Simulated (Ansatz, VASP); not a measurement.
## H8C3: VASP beside Ansatz

```
C H
1.0
     6.60854    0.00000    0.00000
     0.00000    6.60854    0.00000
     0.00000    0.00000   24.48514
C H
3 8
Direct
  0.87486 0.75559 0.66558
  0.80863 0.53921 0.65312
  0.58095 0.51947 0.64429
  0.04005 0.76735 0.66985
  0.82791 0.85696 0.63220
  0.80521 0.81120 0.70355
  0.85781 0.43611 0.68585
  0.88669 0.48405 0.61600
  0.53838 0.36675 0.63053
  0.49519 0.55215 0.68179
  0.52889 0.63172 0.61380
```

Alike in both runs: task single point; functional PBE; dispersion D3(BJ); k mesh 3 × 3 × 1; occupations gaussian, width 0.1 eV; no spin polarisation.

```csv
,VASP,Ansatz
version,VASP 6.6.1,Ansatz 0.2.0
potentials or method,"VASP PAW PBE potentials, release 64 (C, H), cutoff 520 eV","scalar-relativistic, plane waves, PAW"
valence electrons in the cell,20,20
```

```tsv
	VASP	Ansatz	Ansatz less VASP
gap on the k mesh at the Fermi level (eV)	6.56	6.56	+0.001
rms of the force components (eV/Å)	0.099	0.102	+0.0029
```

Atom by atom the forces differ by 0.012 eV/Å (rms over components).
